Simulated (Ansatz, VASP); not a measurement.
One calculation of MgO3, two programs

The input INCAR:

```
PREC = Accurate ; ENCUT = 520
EDIFF = 1E-7 ; ISMEAR = 0
SIGMA = 0.1 ; LREAL = F
LASPH = T ; NELM = 60
ALGO = Normal ; ISIF = 2
LWAVE = F ; LCHARG = F
GGA = PE ; NBANDS = 18
```

KPOINTS

```
regular mesh
0
Gamma
  6 6 6
```

The input POSCAR:

```
MgO3
1.0
   -2.3044918200      2.3044918200      2.3044918200
    2.3044918200     -2.3044918200      2.3044918200
    2.3044918200      2.3044918200     -2.3044918200
Mg O
1 3
Direct
    0.0000000000      0.0000000000      0.0000000000
    0.0000000000      0.5000000000      0.5000000000
    0.5000000000      0.0000000000      0.5000000000
    0.5000000000      0.5000000000      0.0000000000
```

Input for Ansatz:

```yaml
crystal:
  lattice:
    - [-2.30449182, 2.30449182, 2.30449182]
    - [2.30449182, -2.30449182, 2.30449182]
    - [2.30449182, 2.30449182, -2.30449182]
  atoms:
    - { symbol: Mg, position: [0.0, 0.0, 0.0] }
    - { symbol: O, position: [0.0, 0.5, 0.5] }
    - { symbol: O, position: [0.5, 0.0, 0.5] }
    - { symbol: O, position: [0.5, 0.5, 0.0] }
basis:
  ecutwfc: 420
kpoints:
  mp_grid: { grid: [6, 6, 6] }
hamiltonian:
  xc: pbe
scf:
  occupations: { method: gaussian, width: 0.1 }
  lower_state_search: "off"
output:
  forces: true
  stress: true
  eigenvalues: true
```

Alike in both runs: task single point; functional PBE; k mesh 6 × 6 × 6; occupations gaussian, width 0.1 eV; no spin polarisation.

```csv
,VASP,Ansatz
version,VASP 6.6.1,Ansatz 0.2.0
potentials or method,"VASP PAW PBE potentials, release 64 (Mg, O), cutoff 520 eV","scalar-relativistic, plane waves, PAW"
valence electrons in the cell,20,28
```

|  | VASP | Ansatz | Ansatz less VASP |
| --- | --- | --- | --- |
| gap on the k mesh at the Fermi level (eV) | none | none | - |
| pressure (GPa) | -22.4 | -22.0 | +0.46 |

A gap of «none» marks a metal or a gap that the smearing closes. With one functional, cell and mesh, what is left measures potentials, basis and numerics. VASP's potentials hold 20 valence electrons a cell and Ansatz's 28, so a difference there can come from the potentials and not from the codes.
